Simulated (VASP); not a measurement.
# Zr3AlN4 (P-43m) in VASP: further runs

Zr3AlN4 is run at these levels: PBE; tasks: single point, relaxation of cell and atoms.

Program: VASP 6.6.1. These are calculated values, not measurements. Logs are shortened: lines on timing, memory, paths and dates and some standing lists are left out, and cuts for length are marked.

## (1) The cell of the first run

Symmetry: P-43m, No. 215, cubic system. The conventional cell has a = 4.755 Å, b = 4.755 Å, c = 4.755 Å, α = 90.00°, β = 90.00°, γ = 90.00°. Zr (site symmetry -42m) has 4 N at 2.06 Å within 2.7 Å. Al (site symmetry -43m) has 4 N at 2.06 Å within 2.7 Å. Within 2.7 Å of N (site symmetry 3m) lie 3 Zr at 2.06 Å and 1 Al at 2.06 Å.

## (2) Single point, PBE

INCAR

```
SYSTEM = Zr3AlN4
PREC = Accurate
ENCUT = 520
EDIFF = 1E-7
ISMEAR = 0
SIGMA = 0.1
LREAL = .False.
LASPH = .True.
NELM = 60
ALGO = Normal
ISIF = 2
LWAVE = .False.
LCHARG = .False.
GGA = PE
NBANDS = 40
```

KPOINTS

```
regular mesh
0
Gamma
  4 4 4
  0 0 0
```

POSCAR

```
Zr3AlN4
1.0
    4.7548215300      0.0000000000      0.0000000000
    0.0000000000      4.7548215300      0.0000000000
    0.0000000000      0.0000000000      4.7548215300
Zr Al N
3 1 4
Direct
    0.0000000000      0.5000000000      0.5000000000
    0.5000000000      0.0000000000      0.5000000000
    0.5000000000      0.5000000000      0.0000000000
    0.0000000000      0.0000000000      0.0000000000
    0.2500000000      0.2500000000      0.7500000000
    0.2500000000      0.7500000000      0.2500000000
    0.7500000000      0.2500000000      0.2500000000
    0.7500000000      0.7500000000      0.7500000000
```

Potentials or basis: VASP PAW PBE potentials, release 64 (Zr_sv, Al, N).

Run with:

```console
> cat potpaw_PBE.64/Zr_sv/POTCAR potpaw_PBE.64/Al/POTCAR potpaw_PBE.64/N/POTCAR > POTCAR
> mpirun -np 1 vasp_std > vasp.out
```

OUTCAR:

```text
SYSTEM = Zr3AlN4
   PREC = Accurate
   ENCUT = 520
   EDIFF = 1E-7
   ISMEAR = 0
   LREAL = .False.
   LASPH = .True.
   NELM = 60
   ISIF = 2
   GGA = PE

 ion  position               nearest neighbor table
   1  0.000  0.500  0.500-   5 2.06   6 2.06   7 2.06   8 2.06   3 3.36   4 3.36   2 3.36   3 3.36
                             4 3.36   2 3.36   4 3.36   4 3.36   2 3.36   3 3.36   3 3.36   2 3.36
   2  0.500  0.000  0.500-   5 2.06   6 2.06   7 2.06   8 2.06   3 3.36   4 3.36   1 3.36   3 3.36
                             4 3.36   1 3.36   3 3.36   3 3.36   1 3.36   4 3.36   4 3.36   1 3.36
   3  0.500  0.500  0.000-   5 2.06   6 2.06   7 2.06   8 2.06   2 3.36   4 3.36   1 3.36   1 3.36
                             2 3.36   2 3.36   4 3.36   2 3.36   1 3.36   4 3.36   1 3.36   4 3.36
   4  0.000  0.000  0.000-   5 2.06   6 2.06   7 2.06   8 2.06   2 3.36   3 3.36   1 3.36   1 3.36
                             2 3.36   1 3.36   3 3.36   1 3.36   2 3.36   3 3.36   2 3.36   3 3.36
   5  0.250  0.250  0.750-   1 2.06   2 2.06   3 2.06   4 2.06
   6  0.250  0.750  0.250-   1 2.06   2 2.06   3 2.06   4 2.06
   7  0.750  0.250  0.250-   1 2.06   2 2.06   3 2.06   4 2.06
   8  0.750  0.750  0.750-   1 2.06   2 2.06   3 2.06   4 2.06

  LATTYP: Found a simple cubic cell.
 ALAT       =     4.7548215300

  Lattice vectors:

 A1 = (   4.7548215300,   0.0000000000,   0.0000000000)
 A2 = (   0.0000000000,   4.7548215300,   0.0000000000)
 A3 = (   0.0000000000,   0.0000000000,   4.7548215300)

Analysis of symmetry for initial positions (statically):
=====================================================================
 Subroutine PRICEL returns:
 Original cell was already a primitive cell.

 Routine SETGRP: Setting up the symmetry group for a
 simple cubic supercell.

 Subroutine GETGRP returns: Found 24 space group operations
 (whereof 24 operations were pure point group operations)
 out of a pool of 48 trial point group operations.

The static configuration has the point symmetry T_d .

Analysis of symmetry for dynamics (positions and initial velocities):
=====================================================================
 Subroutine PRICEL returns:
 Original cell was already a primitive cell.

 Routine SETGRP: Setting up the symmetry group for a
 simple cubic supercell.

 Subroutine GETGRP returns: Found 24 space group operations
 (whereof 24 operations were pure point group operations)
 out of a pool of 48 trial point group operations.

The dynamic configuration has the point symmetry T_d .

 Subroutine INISYM returns: Found 24 space group operations
[... 101 lines left out ...]
   ISYM   =      2    0-nonsym 1-usesym 2-fastsym
   POTIM  = 0.5000    time-step for ionic-motion
   TEBEG  =    0.0;   TEEND  =   0.0 temperature during run
   PSTRESS=    0.0 pullay stress
   NELECT =      59.0000    total number of electrons
   NUPDOWN=      -1.0000    fix difference up-down
   EMIN   =  10.00;   EMAX   =-10.00  energy-range for DOS
   EFERMI =   0.00;   METHOD = LEGACY
   ISMEAR =     0;   SIGMA  =   0.10  broadening in eV -4-tet -1-fermi 0-gaus
   EFERMI_NEDOS =   21; number of points for ismear=-14 and -15
   IALGO  =     38    algorithm
   IMIX   =      4    mixing-type and parameters
     AMIX     =   0.40;   BMIX     =  1.00
     AMIX_MAG =   1.60;   BMIX_MAG =  1.00
  volume/ion in A,a.u.               =      13.44        90.68
  Fermi-wavevector in a.u.,A,eV,Ry     =   1.340370  2.532932 24.444105  1.796591
  Thomas-Fermi vector in A             =   2.468688
   LORBIT       =      0    0 simple, 1 ext, 2 COOP (PROOUT), +10 PAW based schemes
   GGA     = PE    functional components
   LHFCALC =     F    Hartree Fock is set to
   AEXX    =    0.0000 exact exchange contribution
   IVDW    =     0    specifies the selected vdW correction
   LEPSILON=     F    determine dielectric tensor
   LRPA    =     F    only Hartree local field effects (RPA)
 non-spin polarized calculation
 Gauss-broadening in eV      SIGMA  =   0.10
  energy-cutoff  :      520.00
  volume of cell :      107.50
 maximum number of plane-waves:      2945
 NGX is ok and might be reduce to    36
   NGX = 17   NGY = 17   NGZ = 17

 number of electron      58.9999989 magnetization

 Free energy of the ion-electron system (eV)
  ---------------------------------------------------
  ext. energy  EPLUGINS =         0.00000000
  ---------------------------------------------------
  free energy    TOTEN  =       -71.33931336 eV

  energy without entropy =      -71.30390143  energy(sigma->0) =      -71.32160739

 E-fermi :   9.4381     XC(G=0): -11.2560

 val. band max:        9.4138021070   @ k =   0.2500   0.2500   0.2500
 cond. band min:       9.4454570434   @ k =   0.2500   0.0000   0.0000
 fundamental gap:      0.0316549364
 Fermi energy:         9.4380655658

 k-point     1 :       0.0000    0.0000    0.0000
  band No.  band energies     occupation
      1     -39.7437      2.00000
      2     -39.6390      2.00000
      3     -39.6390      2.00000
      4     -18.4226      2.00000
      5     -18.4226      2.00000
      6     -18.4226      2.00000
[... 419 lines left out ...]
     39      12.1308      0.00000
     40      14.8807      0.00000

------------------------ aborting loop because EDIFF is reached ----------------------------------------

  FORCE on cell =-STRESS in cart. coord.  units (eV):
  Direction    XX          YY          ZZ          XY          YZ          ZX
  --------------------------------------------------------------------------------------
  -------------------------------------------------------------------------------------
  Total       11.2275994     11.2275994     11.2275994     -0.0000000      0.0000000     -0.0000000
  in kB      167.3380985    167.3380985    167.3380985     -0.0000000      0.0000000     -0.0000000
  external PRESSURE =     167.3380985 kB  Pullay stress =       0.0000000 kB

 VOLUME and BASIS-vectors are now :
 -----------------------------------------------------------------------------
  energy-cutoff  :      520.00
  volume of cell :      107.50
      direct lattice vectors                 reciprocal lattice vectors
     4.754821530  0.000000000  0.000000000     0.210312836  0.000000000  0.000000000
     0.000000000  4.754821530  0.000000000     0.000000000  0.210312836  0.000000000
     0.000000000  0.000000000  4.754821530     0.000000000  0.000000000  0.210312836

 POSITION                                       TOTAL-FORCE (eV/Angst)
 -----------------------------------------------------------------------------------
      0.00000      2.37741      2.37741         0.000000      0.000000      0.000000
      2.37741      0.00000      2.37741         0.000000      0.000000     -0.000000
      2.37741      2.37741      0.00000         0.000000      0.000000      0.000000
      0.00000      0.00000      0.00000         0.000000      0.000000      0.000000
      1.18871      1.18871      3.56612        -1.454011     -1.454011      1.454011
      1.18871      3.56612      1.18871        -1.454011      1.454011     -1.454011
      3.56612      1.18871      1.18871         1.454011     -1.454011     -1.454011
      3.56612      3.56612      3.56612         1.454011      1.454011      1.454011
 -----------------------------------------------------------------------------------
    total drift:                               -0.000000      0.000000      0.000000

  FREE ENERGIE OF THE ION-ELECTRON SYSTEM (eV)
  ---------------------------------------------------
  free  energy   TOTEN  =       -71.3393133558 eV

  energy  without entropy=      -71.3039014255  energy(sigma->0) =      -71.32160739
```

stdout:

```text
POSCAR found type information on POSCAR ZrAlN
 POSCAR found :  3 types and       8 ions
 scaLAPACK will be used
 LDA part: xc-table for (Slater+PW92), standard interpolation
 POSCAR, INCAR and KPOINTS ok, starting setup
 FFT: planning ... GRIDC
 FFT: planning ... GRID_SOFT
 FFT: planning ... GRID
 WAVECAR not read
 entering main loop
```

Run time: 26 s. Hardware: 1 thread of Intel Xeon 6975P-C (Granite Rapids), shared host; peak memory 0.21 GiB.

What came out:

```yaml
Free_energy: -71.3393 eV
Pressure: 16.7 GPa
Band_gap_on_the_k_mesh: zero (an odd number of electrons rules out a gap without spin polarisation)
```

Caveat: the cell stands under pressure.

## (3) Single point, PBE

This run uses another cell than the first one, of 14.21 Å³/atom.

INCAR

```
SYSTEM = Zr3AlN4
ALGO     = Normal         ! electronic algorithm
EDIFF    = 1E-6           ! SCF threshold, eV
ENCUT    = 520            ! plane-wave cutoff, eV
GGA      = PE             ! functional
ISIF     = 2              ! what is computed and relaxed
ISMEAR   = 0              ! smearing method
LASPH    = .TRUE.         ! aspherical terms in the spheres
LCHARG   = .FALSE.        ! write CHGCAR
LREAL    = .FALSE.        ! projectors in reciprocal space
LWAVE    = .FALSE.        ! write WAVECAR
NBANDS   = 40             ! bands
NELM     = 80             ! most SCF steps
PREC     = Accurate       ! precision mode
SIGMA    = 0.1            ! smearing width, eV
```

KPOINTS

```
k-points
0
G
  4 4 4
  0 0 0
```

POSCAR

```
Zr3AlN4
1.0
    4.8444523774      0.0000000000      0.0000000000
    0.0000000000      4.8444523774      0.0000000000
    0.0000000000      0.0000000000      4.8444523774
Zr Al N
3 1 4
Direct
    0.0000000000      0.5000000000      0.5000000000
    0.5000000000      0.0000000000      0.5000000000
    0.5000000000      0.5000000000      0.0000000000
    0.0000000000      0.0000000000      0.0000000000
    0.2325860699      0.2325860699      0.7674139301
    0.2325860699      0.7674139301      0.2325860699
    0.7674139301      0.2325860699      0.2325860699
    0.7674139301      0.7674139301      0.7674139301
```

Potentials or basis: VASP PAW PBE potentials, release 64 (Zr_sv, Al, N).

Run with:

```console
> cat potpaw_PBE.64/Zr_sv/POTCAR potpaw_PBE.64/Al/POTCAR potpaw_PBE.64/N/POTCAR > POTCAR
> mpirun -np 1 vasp_std > vasp.out
```

OUTCAR:

```text
SYSTEM = Zr3AlN4
   EDIFF = 1E-6
   ENCUT = 520
   GGA = PE
   ISIF = 2
   ISMEAR = 0
   LASPH = .TRUE.
   LREAL = .FALSE.
   NELM = 80
   PREC = Accurate

 ion  position               nearest neighbor table
   1  0.000  0.500  0.500-   5 2.15   6 2.15   7 2.15   8 2.15   3 3.43   4 3.43   2 3.43   3 3.43
                             4 3.43   2 3.43   4 3.43   4 3.43   2 3.43   3 3.43   3 3.43   2 3.43
   2  0.500  0.000  0.500-   5 2.15   6 2.15   7 2.15   8 2.15   3 3.43   4 3.43   1 3.43   3 3.43
                             4 3.43   1 3.43   3 3.43   3 3.43   1 3.43   4 3.43   4 3.43   1 3.43
   3  0.500  0.500  0.000-   5 2.15   6 2.15   7 2.15   8 2.15   2 3.43   4 3.43   1 3.43   1 3.43
                             2 3.43   2 3.43   4 3.43   2 3.43   1 3.43   4 3.43   1 3.43   4 3.43
   4  0.000  0.000  0.000-   5 1.95   6 1.95   7 1.95   8 1.95   2 3.43   3 3.43   1 3.43   1 3.43
                             2 3.43   1 3.43   3 3.43   1 3.43   2 3.43   3 3.43   2 3.43   3 3.43
   5  0.233  0.233  0.767-   4 1.95   2 2.15   3 2.15   1 2.15
   6  0.233  0.767  0.233-   4 1.95   2 2.15   3 2.15   1 2.15
   7  0.767  0.233  0.233-   4 1.95   2 2.15   3 2.15   1 2.15
   8  0.767  0.767  0.767-   4 1.95   2 2.15   3 2.15   1 2.15

  LATTYP: Found a simple cubic cell.
 ALAT       =     4.8444523774

  Lattice vectors:

 A1 = (   4.8444523774,   0.0000000000,   0.0000000000)
 A2 = (   0.0000000000,   4.8444523774,   0.0000000000)
 A3 = (   0.0000000000,   0.0000000000,   4.8444523774)

Analysis of symmetry for initial positions (statically):
=====================================================================
 Subroutine PRICEL returns:
 Original cell was already a primitive cell.

 Routine SETGRP: Setting up the symmetry group for a
 simple cubic supercell.

 Subroutine GETGRP returns: Found 24 space group operations
 (whereof 24 operations were pure point group operations)
 out of a pool of 48 trial point group operations.

The static configuration has the point symmetry T_d .

Analysis of symmetry for dynamics (positions and initial velocities):
=====================================================================
 Subroutine PRICEL returns:
 Original cell was already a primitive cell.

 Routine SETGRP: Setting up the symmetry group for a
 simple cubic supercell.

 Subroutine GETGRP returns: Found 24 space group operations
 (whereof 24 operations were pure point group operations)
 out of a pool of 48 trial point group operations.

The dynamic configuration has the point symmetry T_d .

 Subroutine INISYM returns: Found 24 space group operations
 (whereof 24 operations are pure point group operations),
 and found     1 'primitive' translations

----------------------------------------------------------------------------------------

                                     Primitive cell

  volume of cell :     113.6931

  direct lattice vectors                    reciprocal lattice vectors
     4.844452377  0.000000000  0.000000000     0.206421680  0.000000000  0.000000000
     0.000000000  4.844452377  0.000000000     0.000000000  0.206421680  0.000000000
     0.000000000  0.000000000  4.844452377     0.000000000  0.000000000  0.206421680

  length of vectors
     4.844452377  4.844452377  4.844452377     0.206421680  0.206421680  0.206421680

  position of ions in fractional coordinates (direct lattice)
     0.000000000  0.500000000  0.500000000
[... 56 lines left out ...]
  0.500000  0.500000  0.500000      1.000000
   k-points           NKPTS =     10   k-points in BZ     NKDIM =     10   number of bands    NBANDS=     40
   number of dos      NEDOS =    301   number of ions     NIONS =      8
   total plane-waves  NPLWV =  46656
   dimension x,y,z NGX =    36 NGY =   36 NGZ =   36
   dimension x,y,z NGXF=    72 NGYF=   72 NGZF=   72
   ions per type =               3   1   4
   NGX,Y,Z   is equivalent  to a cutoff of  12.35, 12.35, 12.35 a.u.
   NGXF,Y,Z  is equivalent  to a cutoff of  24.71, 24.71, 24.71 a.u.
 SYSTEM =  Zr3AlN4
   PREC   = accura    normal or accurate (medium, high low for compatibility)
   ISTART =      0    job   : 0-new  1-cont  2-samecut
   ICHARG =      2    charge: 1-file 2-atom 10-const
   ISPIN  =      1    spin polarized calculation?
   LNONCOLLINEAR =      F non collinear calculations
   LSORBIT =      F    spin-orbit coupling
   LASPH  =      T    aspherical Exc in radial PAW
   ENCUT  =  520.0 eV  38.22 Ry    6.18 a.u.   9.01  9.01  9.01*2*pi/ulx,y,z
   NELM   =     80;   NELMIN=  2; NELMDL= -5     # of ELM steps
   EDIFF  = 0.1E-05   stopping-criterion for ELM
   LREAL  =      F    real-space projection
   EDIFFG = 0.1E-04   stopping-criterion for IOM
   NSW    =      0    number of steps for IOM
   IBRION =     -1    ionic relax: 0-MD 1-quasi-New 2-CG
   NFREE  =      0    steps in history (QN), initial steepest desc. (CG)
   ISIF   =      2    stress and relaxation
   ISYM   =      2    0-nonsym 1-usesym 2-fastsym
   POTIM  = 0.5000    time-step for ionic-motion
   TEBEG  =    0.0;   TEEND  =   0.0 temperature during run
   PSTRESS=    0.0 pullay stress
   NELECT =      59.0000    total number of electrons
   NUPDOWN=      -1.0000    fix difference up-down
   EMIN   =  10.00;   EMAX   =-10.00  energy-range for DOS
   EFERMI =   0.00;   METHOD = LEGACY
   ISMEAR =     0;   SIGMA  =   0.10  broadening in eV -4-tet -1-fermi 0-gaus
   EFERMI_NEDOS =   21; number of points for ismear=-14 and -15
   IALGO  =     38    algorithm
   IMIX   =      4    mixing-type and parameters
     AMIX     =   0.40;   BMIX     =  1.00
     AMIX_MAG =   1.60;   BMIX_MAG =  1.00
  volume/ion in A,a.u.               =      14.21        95.90
  Fermi-wavevector in a.u.,A,eV,Ry     =   1.315571  2.486068 23.547955  1.730726
  Thomas-Fermi vector in A             =   2.445744
   LORBIT       =      0    0 simple, 1 ext, 2 COOP (PROOUT), +10 PAW based schemes
   GGA     = PE    functional components
   LHFCALC =     F    Hartree Fock is set to
   AEXX    =    0.0000 exact exchange contribution
   IVDW    =     0    specifies the selected vdW correction
   LEPSILON=     F    determine dielectric tensor
   LRPA    =     F    only Hartree local field effects (RPA)
 non-spin polarized calculation
 Gauss-broadening in eV      SIGMA  =   0.10
  energy-cutoff  :      520.00
  volume of cell :      113.69
 maximum number of plane-waves:      3112
   NGX = 19   NGY = 19   NGZ = 19

 number of electron      59.0000001 magnetization

 Free energy of the ion-electron system (eV)
  ---------------------------------------------------
  ext. energy  EPLUGINS =         0.00000000
  ---------------------------------------------------
  free energy    TOTEN  =       -72.41294272 eV

  energy without entropy =      -72.39668244  energy(sigma->0) =      -72.40481258

 E-fermi :   8.6506     XC(G=0): -11.0018

 val. band max:        8.6122070955   @ k =   0.2500   0.2500   0.2500
 cond. band min:       8.7979298659   @ k =   0.5000   0.0000   0.0000
 fundamental gap:      0.1857227704
 Fermi energy:         8.6506025645

 k-point     1 :       0.0000    0.0000    0.0000
  band No.  band energies     occupation
      1     -40.7646      2.00000
      2     -40.6898      2.00000
      3     -40.6898      2.00000
      4     -19.1946      2.00000
      5     -19.1946      2.00000
      6     -19.1946      2.00000
[... 419 lines left out ...]
     39      12.1975      0.00000
     40      13.0561      0.00000

------------------------ aborting loop because EDIFF is reached ----------------------------------------

  FORCE on cell =-STRESS in cart. coord.  units (eV):
  Direction    XX          YY          ZZ          XY          YZ          ZX
  --------------------------------------------------------------------------------------
  -------------------------------------------------------------------------------------
  Total        0.0677226      0.0677226      0.0677226      0.0000000     -0.0000000      0.0000000
  in kB        0.9543548      0.9543548      0.9543548      0.0000000     -0.0000000      0.0000000
  external PRESSURE =       0.9543548 kB  Pullay stress =       0.0000000 kB

 VOLUME and BASIS-vectors are now :
 -----------------------------------------------------------------------------
  energy-cutoff  :      520.00
  volume of cell :      113.69
      direct lattice vectors                 reciprocal lattice vectors
     4.844452377  0.000000000  0.000000000     0.206421680  0.000000000  0.000000000
     0.000000000  4.844452377  0.000000000     0.000000000  0.206421680  0.000000000
     0.000000000  0.000000000  4.844452377     0.000000000  0.000000000  0.206421680

 POSITION                                       TOTAL-FORCE (eV/Angst)
 -----------------------------------------------------------------------------------
      0.00000      2.42223      2.42223         0.000000      0.000000      0.000000
      2.42223      0.00000      2.42223         0.000000      0.000000      0.000000
      2.42223      2.42223      0.00000         0.000000      0.000000      0.000000
      0.00000      0.00000      0.00000         0.000000      0.000000      0.000000
      1.12675      1.12675      3.71770        -0.018805     -0.018805      0.018805
      1.12675      3.71770      1.12675        -0.018805      0.018805     -0.018805
      3.71770      1.12675      1.12675         0.018805     -0.018805     -0.018805
      3.71770      3.71770      3.71770         0.018805      0.018805      0.018805
 -----------------------------------------------------------------------------------
    total drift:                                0.000000      0.000000      0.000000

  FREE ENERGIE OF THE ION-ELECTRON SYSTEM (eV)
  ---------------------------------------------------
  free  energy   TOTEN  =       -72.4129427166 eV

  energy  without entropy=      -72.3966824435  energy(sigma->0) =      -72.40481258
```

Run time: 27 s. Hardware: 1 thread of Intel Xeon 6975P-C (Granite Rapids), shared host; peak memory 0.21 GiB.

Results:

| Quantity | Value |
| --- | --- |
| Free energy | -72.4129 eV |
| Pressure | 0.1 GPa |
| Largest force | 0.033 eV/Å |
| Band gap on the k mesh | zero (an odd number of electrons rules out a gap without spin polarisation) |

Forces in eV/Å, atoms in the order of the input:
```
Zr   0.000  0.000  0.000
Zr   0.000  0.000  0.000
Zr   0.000  0.000  0.000
Al   0.000  0.000  0.000
N   -0.019 -0.019  0.019
N   -0.019  0.019 -0.019
N    0.019 -0.019 -0.019
N    0.019  0.019  0.019
```

[end of part 1 of 2]
